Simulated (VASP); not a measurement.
# ZnS (km) (F-43m) in VASP: single point with PBEsol

Aim: the single point of ZnS (km) with PBEsol.

Everything below comes from runs of VASP 6.6.1. Logs are shortened: lines on timing, memory, paths and dates and some standing lists are left out, and cuts for length are marked.

### Step 1. The cell of the first run

Symmetry: F-43m, No. 216, cubic system. Conventional cell: a = 5.357 Å, b = 5.357 Å, c = 5.357 Å, α = 90.00°, β = 90.00°, γ = 90.00°. Within 3.1 Å of Zn (site symmetry -43m) lie 4 S at 2.32 Å. Within 3.1 Å of S (site symmetry -43m) lie 4 Zn at 2.32 Å.

### Step 2. Single point, PBEsol

INCAR

```
PREC = Accurate
ENCUT = 500
EDIFF = 1E-6
ISMEAR = 0
SIGMA = 0.02
LREAL = False
LASPH = True
NELM = 120
ALGO = Normal
ISIF = 2
LWAVE = False
LCHARG = False
GGA = PS
NBANDS = 16
GGA_COMPAT = False
```

KPOINTS

```
regular mesh
0
Gamma
  6 6 6
```

POSCAR

```
ZnS
1.0
    0.0000000000      2.6783892765      2.6783892765
    2.6783892765      0.0000000000      2.6783892765
    2.6783892765      2.6783892765      0.0000000000
Zn S
1 1
Direct
    0.0000000000      0.0000000000      0.0000000000
    0.2500000000      0.2500000000      0.2500000000
```

Potentials or basis: VASP PAW PBE potentials, release 64 (Zn, S).

Started as:

```sh
$ cat potpaw_PBE.64/Zn/POTCAR potpaw_PBE.64/S/POTCAR > POTCAR
$ mpirun -np 1 vasp_std > vasp.out
```

OUTCAR:

```text
PREC = Accurate
   ENCUT = 500
   EDIFF = 1E-6
   ISMEAR = 0
   LREAL = False
   LASPH = True
   NELM = 120
   ISIF = 2
   GGA = PS

 ion  position               nearest neighbor table
   1  0.000  0.000  0.000-   2 2.32   2 2.32   2 2.32   2 2.32
   2  0.250  0.250  0.250-   1 2.32   1 2.32   1 2.32   1 2.32

  LATTYP: Found a face centered cubic cell.
 ALAT       =     5.3567785530

  Lattice vectors:

 A1 = (   0.0000000000,   2.6783892765,   2.6783892765)
 A2 = (   2.6783892765,   0.0000000000,   2.6783892765)
 A3 = (   2.6783892765,   2.6783892765,   0.0000000000)

Analysis of symmetry for initial positions (statically):
=====================================================================
 Subroutine PRICEL returns:
 Original cell was already a primitive cell.

 Routine SETGRP: Setting up the symmetry group for a
 face centered cubic supercell.

 Subroutine GETGRP returns: Found 24 space group operations
 (whereof 24 operations were pure point group operations)
 out of a pool of 48 trial point group operations.

The static configuration has the point symmetry T_d .

Analysis of symmetry for dynamics (positions and initial velocities):
=====================================================================
 Subroutine PRICEL returns:
 Original cell was already a primitive cell.

 Routine SETGRP: Setting up the symmetry group for a
 face centered cubic supercell.

 Subroutine GETGRP returns: Found 24 space group operations
 (whereof 24 operations were pure point group operations)
 out of a pool of 48 trial point group operations.

The dynamic configuration has the point symmetry T_d .

 Subroutine INISYM returns: Found 24 space group operations
 (whereof 24 operations are pure point group operations),
 and found     1 'primitive' translations

----------------------------------------------------------------------------------------

                                     Primitive cell

  volume of cell :      38.4283

  direct lattice vectors                    reciprocal lattice vectors
     0.000000000  2.678389276  2.678389276    -0.186679362  0.186679362  0.186679362
     2.678389276  0.000000000  2.678389276     0.186679362 -0.186679362  0.186679362
     2.678389276  2.678389276  0.000000000     0.186679362  0.186679362 -0.186679362

  length of vectors
     3.787814440  3.787814440  3.787814440     0.323338139  0.323338139  0.323338139

  position of ions in fractional coordinates (direct lattice)
     0.000000000  0.000000000  0.000000000
     0.250000000  0.250000000  0.250000000

  ion indices of the primitive-cell ions
   primitive index   ion index
                 1           1
                 2           2

----------------------------------------------------------------------------------------

 KPOINTS: regular mesh

Automatic generation of k-mesh.
 Grid dimensions read from file:
 generate k-points for:    6    6    6

 Generating k-lattice:

  Cartesian coordinates                     Fractional coordinates (reciprocal lattice)
    -0.031113227  0.031113227  0.031113227     0.166666667  0.000000000  0.000000000
     0.031113227 -0.031113227  0.031113227     0.000000000  0.166666667  0.000000000
     0.031113227  0.031113227 -0.031113227     0.000000000  0.000000000  0.166666667

  Length of vectors
     0.053889690  0.053889690  0.053889690

  Shift w.r.t. Gamma in fractional coordinates (k-lattice)
     0.000000000  0.000000000  0.000000000

 Subroutine IBZKPT returns following result:
 ===========================================

 Found     16 irreducible k-points:

 Following reciprocal coordinates:
            Coordinates               Weight
  0.000000  0.000000  0.000000      1.000000
  0.166667  0.000000  0.000000      8.000000
  0.333333  0.000000  0.000000      8.000000
  0.500000  0.000000  0.000000      4.000000
  0.166667  0.166667  0.000000      6.000000
  0.333333  0.166667  0.000000     24.000000
[... 8 lines left out ...]
 -0.333333  0.333333  0.166667     24.000000
 -0.333333  0.500000  0.166667     12.000000
   k-points           NKPTS =     16   k-points in BZ     NKDIM =     16   number of bands    NBANDS=     16
   number of dos      NEDOS =    301   number of ions     NIONS =      2
   total plane-waves  NPLWV =  21952
   dimension x,y,z NGX =    28 NGY =   28 NGZ =   28
   dimension x,y,z NGXF=    56 NGYF=   56 NGZF=   56
   ions per type =               1   1
   NGX,Y,Z   is equivalent  to a cutoff of  12.29, 12.29, 12.29 a.u.
   NGXF,Y,Z  is equivalent  to a cutoff of  24.58, 24.58, 24.58 a.u.
 SYSTEM =  unknown system
   PREC   = accura    normal or accurate (medium, high low for compatibility)
   ISTART =      0    job   : 0-new  1-cont  2-samecut
   ICHARG =      2    charge: 1-file 2-atom 10-const
   ISPIN  =      1    spin polarized calculation?
   LNONCOLLINEAR =      F non collinear calculations
   LSORBIT =      F    spin-orbit coupling
   LASPH  =      T    aspherical Exc in radial PAW
   ENCUT  =  500.0 eV  36.75 Ry    6.06 a.u.   6.91  6.91  6.91*2*pi/ulx,y,z
   NELM   =    120;   NELMIN=  2; NELMDL= -5     # of ELM steps
   EDIFF  = 0.1E-05   stopping-criterion for ELM
   LREAL  =      F    real-space projection
   EDIFFG = 0.1E-04   stopping-criterion for IOM
   NSW    =      0    number of steps for IOM
   IBRION =     -1    ionic relax: 0-MD 1-quasi-New 2-CG
   NFREE  =      0    steps in history (QN), initial steepest desc. (CG)
   ISIF   =      2    stress and relaxation
   ISYM   =      2    0-nonsym 1-usesym 2-fastsym
   POTIM  = 0.5000    time-step for ionic-motion
   TEBEG  =    0.0;   TEEND  =   0.0 temperature during run
   PSTRESS=    0.0 pullay stress
   NELECT =      18.0000    total number of electrons
   NUPDOWN=      -1.0000    fix difference up-down
   EMIN   =  10.00;   EMAX   =-10.00  energy-range for DOS
   EFERMI =   0.00;   METHOD = LEGACY
   ISMEAR =     0;   SIGMA  =   0.02  broadening in eV -4-tet -1-fermi 0-gaus
   EFERMI_NEDOS =   21; number of points for ismear=-14 and -15
   IALGO  =     38    algorithm
   IMIX   =      4    mixing-type and parameters
     AMIX     =   0.40;   BMIX     =  1.00
     AMIX_MAG =   1.60;   BMIX_MAG =  1.00
  volume/ion in A,a.u.               =      19.21       129.66
  Fermi-wavevector in a.u.,A,eV,Ry     =   1.271399  2.402596 21.993222  1.616456
  Thomas-Fermi vector in A             =   2.404334
   LORBIT       =      0    0 simple, 1 ext, 2 COOP (PROOUT), +10 PAW based schemes
   GGA     = PS    functional components
   LHFCALC =     F    Hartree Fock is set to
   AEXX    =    0.0000 exact exchange contribution
   IVDW    =     0    specifies the selected vdW correction
   LEPSILON=     F    determine dielectric tensor
   LRPA    =     F    only Hartree local field effects (RPA)
 non-spin polarized calculation
 Gauss-broadening in eV      SIGMA  =   0.02
  energy-cutoff  :      500.00
  volume of cell :       38.43
 maximum number of plane-waves:       983
   NGX = 13   NGY = 13   NGZ = 13

 number of electron      18.0000015 magnetization

 Free energy of the ion-electron system (eV)
  ---------------------------------------------------
  ext. energy  EPLUGINS =         0.00000000
  ---------------------------------------------------
  free energy    TOTEN  =        -7.58505308 eV

  energy without entropy =       -7.58505308  energy(sigma->0) =       -7.58505308

 E-fermi :   2.4088     XC(G=0):  -9.9730

 val. band max:        2.2657027757   @ k =   0.0000   0.0000   0.0000
 cond. band min:       4.3564129483   @ k =   0.0000   0.0000   0.0000
 fundamental gap:      2.0907101727
 Fermi energy:         2.4088471937

 k-point     1 :       0.0000    0.0000    0.0000
  band No.  band energies     occupation
      1     -11.0779      2.00000
      2      -4.2186      2.00000
      3      -4.2186      2.00000
      4      -4.2186      2.00000
      5      -3.6881      2.00000
      6      -3.6881      2.00000
[... 8 lines left out ...]
     15      14.0311      0.00000
     16      14.0506      0.00000

 k-point     2 :       0.1667    0.0000    0.0000
  band No.  band energies     occupation
      1     -10.8624      2.00000
      2      -4.2184      2.00000
      3      -4.1812      2.00000
      4      -4.1812      2.00000
      5      -3.6904      2.00000
      6      -3.6904      2.00000
[... 8 lines left out ...]
     15      13.1861      0.00000
     16      14.8416      0.00000

 k-point     3 :       0.3333    0.0000    0.0000
  band No.  band energies     occupation
      1     -10.3700      2.00000
      2      -4.1193      2.00000
      3      -4.1193      2.00000
      4      -4.0744      2.00000
      5      -3.6757      2.00000
      6      -3.6757      2.00000
[... 8 lines left out ...]
     15      13.8219      0.00000
     16      13.9799      0.00000

 k-point     4 :       0.5000    0.0000    0.0000
  band No.  band energies     occupation
      1     -10.0821      2.00000
      2      -4.0975      2.00000
      3      -4.0975      2.00000
      4      -3.6555      2.00000
      5      -3.6555      2.00000
      6      -3.4826      2.00000
[... 8 lines left out ...]
     15      15.7216      0.00000
     16      15.7216      0.00000
[... 172 lines left out ...]
 k-point    14 :       0.5000    0.3333    0.1667
  band No.  band energies     occupation
      1     -10.0273      2.00000
      2      -4.1393      2.00000
      3      -4.0322      2.00000
      4      -3.9131      2.00000
      5      -3.6656      2.00000
      6      -3.6125      2.00000
[... 8 lines left out ...]
     15      16.2832      0.00000
     16      16.9220      0.00000

 k-point    15 :      -0.3333    0.3333    0.1667
  band No.  band energies     occupation
      1      -9.8310      2.00000
      2      -4.0880      2.00000
      3      -3.9873      2.00000
      4      -3.7490      2.00000
      5      -3.7018      2.00000
      6      -3.3570      2.00000
[... 8 lines left out ...]
     15      16.0301      0.00000
     16      16.7858      0.00000

 k-point    16 :      -0.3333    0.5000    0.1667
  band No.  band energies     occupation
      1      -9.7415      2.00000
      2      -4.1436      2.00000
      3      -3.9059      2.00000
      4      -3.8170      2.00000
      5      -3.6647      2.00000
      6      -3.3084      2.00000
[... 8 lines left out ...]
     15      16.2622      0.00000
     16      17.1394      0.00000

------------------------ aborting loop because EDIFF is reached ----------------------------------------

  FORCE on cell =-STRESS in cart. coord.  units (eV):
  Direction    XX          YY          ZZ          XY          YZ          ZX
  --------------------------------------------------------------------------------------
  -------------------------------------------------------------------------------------
  Total        0.0457000      0.0457000      0.0457000      0.0000000      0.0000000     -0.0000000
  in kB        1.9053555      1.9053555      1.9053555      0.0000000      0.0000000     -0.0000000
  external PRESSURE =       1.9053555 kB  Pullay stress =       0.0000000 kB

 VOLUME and BASIS-vectors are now :
 -----------------------------------------------------------------------------
  energy-cutoff  :      500.00
  volume of cell :       38.43
      direct lattice vectors                 reciprocal lattice vectors
     0.000000000  2.678389276  2.678389276    -0.186679362  0.186679362  0.186679362
     2.678389276  0.000000000  2.678389276     0.186679362 -0.186679362  0.186679362
     2.678389276  2.678389276  0.000000000     0.186679362  0.186679362 -0.186679362

 POSITION                                       TOTAL-FORCE (eV/Angst)
 -----------------------------------------------------------------------------------
      0.00000      0.00000      0.00000        -0.000000     -0.000000     -0.000000
      1.33919      1.33919      1.33919         0.000000      0.000000      0.000000
 -----------------------------------------------------------------------------------
    total drift:                                0.000001      0.000001      0.000001

  FREE ENERGIE OF THE ION-ELECTRON SYSTEM (eV)
  ---------------------------------------------------
  free  energy   TOTEN  =        -7.5850530828 eV

  energy  without entropy=       -7.5850530828  energy(sigma->0) =       -7.58505308
```

It took 18 s on 1 thread of Intel Xeon 8259CL, shared host; peak memory 0.15 GiB.

What came out:

```yaml
Free_energy: -7.5851 eV
Pressure: 0.2 GPa
Band_gap_on_the_k_mesh: 2.09 eV, direct
```

Caveat: the PAW data sets were made with another functional, which shifts forces and pressure a little.
